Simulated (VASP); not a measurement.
Wanted: the native input for a VASP 6.6.1 run.

```yaml
Task: single point
Functional: PBE0
Potentials_or_basis: VASP PAW PBE potentials, release 64 (Li_sv)
Cutoff: 520 eV
k_mesh: 6 × 6 × 6
Occupations: fermi-dirac, width 0.05 eV
Spin: no spin polarisation
Dipole_correction: no
Grid_for_exact_exchange_PRECFOCK: Normal
Further_INCAR_settings: ALGO = Normal; EDIFF = 1e-07; NBANDS = 8
Share_of_exact_exchange: 0.25
```

Crystal: Li.

```
Li
1.0
    -1.73977    1.73977    1.73977
     1.73977   -1.73977    1.73977
     1.73977    1.73977   -1.73977
Li
1
Direct
  0.00000 0.00000 0.00000
```

One way to write it, as run:

POSCAR

```
Li
1.0
   -1.7397718730      1.7397718730      1.7397718730
    1.7397718730     -1.7397718730      1.7397718730
    1.7397718730      1.7397718730     -1.7397718730
Li
1
Direct
    0.0000000000      0.0000000000      0.0000000000
```

INCAR.step1

```
SYSTEM = Li
PREC = Accurate ; ENCUT = 520
EDIFF = 1E-5 ; ISMEAR = -1
SIGMA = 0.05 ; LREAL = .FALSE.
LASPH = .TRUE. ; NELM = 100
ALGO = Normal ; ISIF = 2
LWAVE = .TRUE. ; LCHARG = .FALSE.
GGA = PE ; NBANDS = 8
```

INCAR.step2

```
SYSTEM = Li
PREC = Accurate ; ENCUT = 520
EDIFF = 1E-7 ; ISMEAR = -1
SIGMA = 0.05 ; LREAL = .FALSE.
LASPH = .TRUE. ; NELM = 100
ALGO = Normal ; ISIF = 2
LWAVE = .FALSE. ; LCHARG = .FALSE.
GGA = PE ; LHFCALC = .TRUE.
AEXX = 0.25 ; PRECFOCK = Normal
ISTART = 1 ; NBANDS = 8
```

KPOINTS

```
Automatic mesh
0
G
  6 6 6
  0 0 0
```

Potentials or basis: VASP PAW PBE potentials, release 64 (Li_sv).

Run with:

```bash
$ cat potpaw_PBE.64/Li_sv/POTCAR > POTCAR
$ cp INCAR.step1 INCAR
$ mpirun -np 1 vasp_std > vasp.out
$ cp INCAR.step2 INCAR
$ mpirun -np 1 vasp_std > vasp.out
```

Results of the run:

```json
{
 "Band gap on the k mesh": "zero (an odd number of electrons rules out a gap without spin polarisation)"
}
```

Caveat: the k points lie up to 0.43 Å⁻¹ apart, too coarse for converged energies and pressures of a metal.

It took 82 s on 1 thread of Intel(R) Xeon(R) Platinum 8259CL CPU @ 2.50GHz (Skylake/Cascade Lake) (shared host), peak memory 0.14 GiB.
